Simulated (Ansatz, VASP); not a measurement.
**Si in VASP and in Ansatz**

Contents of INCAR:

```
PREC = Accurate
ENCUT = 520
EDIFF = 1E-6
ISMEAR = 0
SIGMA = 0.1
LREAL = False
LASPH = True
NELM = 100
ALGO = Normal
ISIF = 2
LWAVE = False
LCHARG = True
GGA = PE
LELF = True
LVHAR = True
NBANDS = 11
```

The input KPOINTS:

```
Automatic mesh
0
Gamma
  6 6 6
```

POSCAR

```
Si
1.0
    0.0000000000      2.7185000000      2.7185000000
    2.7185000000      0.0000000000      2.7185000000
    2.7185000000      2.7185000000      0.0000000000
Si
2
Direct
    0.5000000000      0.5000000000      0.5000000000
    0.7500000000      0.7500000000      0.7500000000
```

Input for Ansatz:

```yaml
crystal:
  lattice:
    - [0.0, 2.7185, 2.7185]
    - [2.7185, 0.0, 2.7185]
    - [2.7185, 2.7185, 0.0]
  atoms:
    - { symbol: Si, position: [0.5, 0.5, 0.5] }
    - { symbol: Si, position: [0.75, 0.75, 0.75] }
basis:
  ecutwfc: 420
kpoints:
  mp_grid: { grid: [6, 6, 6] }
hamiltonian:
  xc: pbe
  pseudopotentials: { kind: paw, azcp: { folder: soft_1 } }
scf:
  occupations: { method: gaussian, width: 0.1 }
output:
  forces: true
  stress: true
  eigenvalues: true
```

Alike in both runs: task single point; functional PBE; k mesh 6 × 6 × 6; occupations gaussian, width 0.1 eV; no spin polarisation.

```csv
,VASP,Ansatz
version,VASP 6.6.1,Ansatz 0.2.0
potentials or method,"VASP PAW PBE potentials, release 64 (Si), cutoff 520 eV","scalar-relativistic, plane waves, PAW"
valence electrons in the cell,8,8
```

```csv
,VASP,Ansatz,Ansatz less VASP
gap on the k mesh at the Fermi level (eV),0.71,0.71,-0.001
least direct gap on the mesh (eV),2.56,2.56,-0.005
pressure (GPa),1.7,1.7,+0.06
```
